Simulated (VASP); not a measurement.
A run of VASP 6.6.1:

POSCAR

```
BN
1.0
    2.5009753125      0.0000000000      0.0000000000
   -1.2504876563      2.1659081548      0.0487329335
    0.0000000000      0.1546686375      6.8741616654
B N
2 2
Direct
    0.3333333333      0.6666666667      0.2500000000
    0.6666666667      0.3333333333      0.7500000000
    0.3333333333      0.6666666667      0.7500000000
    0.6666666667      0.3333333333      0.2500000000
```

INCAR.step1

```
ALGO = Normal ; EDIFF = 1E-4
ENCUT = 520 ; GGA = PE
ISMEAR = 0 ; LASPH = True
LCHARG = False ; LREAL = False
LWAVE = True ; NBANDS = 16
NELM = 100 ; PREC = Accurate
SIGMA = 0.05
```

Contents of INCAR.step2:

```
ALGO = Normal ; EDIFF = 1E-6
ENCUT = 520 ; ISIF = 2
ISMEAR = 0 ; ISTART = 1
LASPH = True ; LCHARG = False
LMIXTAU = True ; LREAL = False
LWAVE = False ; METAGGA = R2SCAN
NBANDS = 16 ; NELM = 100
PREC = Accurate ; SIGMA = 0.05
```

File KPOINTS:

```
k-points
0
Gamma
  12 12 4
```

Potentials or basis: VASP PAW PBE potentials, release 64 (B, N).

Command:

```sh
$ cat potpaw_PBE.64/B/POTCAR potpaw_PBE.64/N/POTCAR > POTCAR
$ cp INCAR.step1 INCAR
$ mpirun -np 1 vasp_std > vasp.out
$ cp INCAR.step2 INCAR
$ mpirun -np 1 vasp_std > vasp.out
```

Hardware: 1 thread of Intel(R) Xeon(R) Platinum 8259CL CPU @ 2.50GHz (Skylake/Cascade Lake), on a shared host.

Task: How long does it take, and how much memory?

Result: Run time: 5.1 min on 1 thread of Intel(R) Xeon(R) Platinum 8259CL CPU @ 2.50GHz (Skylake/Cascade Lake), on a shared host, peak memory 0.21 GiB. Counts: k points 164.
